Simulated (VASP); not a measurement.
Wanted: the native input for a VASP 6.6.1 run.

```yaml
Task: single point
Functional: LDA
Potentials_or_basis: VASP PAW LDA potentials, release 64 (K_sv, F)
Cutoff: 520 eV
k_mesh: 8 × 8 × 8
Occupations: gaussian, width 0.05 eV
Spin: no spin polarisation
Dipole_correction: no
Further_INCAR_settings: ALGO = Normal; EDIFF = 1e-07; NBANDS = 15
```

The structure of KF lies in POSCAR:

```
KF
1.0
    3.3078393250      0.0000000000      0.0000000000
    0.0000000000      3.3078393250      0.0000000000
    0.0000000000      0.0000000000      3.2589550000
K F
1 1
Direct
    0.0000000000      0.0000000000      0.0000000000
    0.5000000000      0.5000000000      0.5000000000
```

This cell differs from its parent crystal: strain +0.015 along x and y, +0.000 along z.

The input as run:

INCAR

```
SYSTEM = KF
  PREC = Accurate
  ENCUT = 520
  EDIFF = 1E-7
  ISMEAR = 0
  SIGMA = 0.05
  LREAL = .False.
  LASPH = .True.
  NELM = 80
  ALGO = Normal
  ISIF = 2
  LWAVE = .False.
  LCHARG = .False.
  GGA = CA
  NBANDS = 15
```

KPOINTS

```
Automatic mesh
0
Gamma
  8 8 8
  0 0 0
```

Potentials or basis: VASP PAW LDA potentials, release 64 (K_sv, F).

Run with:

```console
$ cat potpaw_LDA.64/K_sv/POTCAR potpaw_LDA.64/F/POTCAR > POTCAR
$ mpirun -np 1 vasp_std > vasp.out
```

It gave:

```
Pressure               : -6.3 GPa
Band gap on the k mesh : 5.68 eV, indirect (least direct gap 5.73 eV)
```

Caveat: the cell differs from its parent crystal (strain +0.015 along x and y, +0.000 along z).

Wall time 35 s on 1 thread of Intel(R) Xeon(R) Platinum 8259CL CPU @ 2.50GHz (Skylake/Cascade Lake) (shared host), peak memory 0.16 GiB.
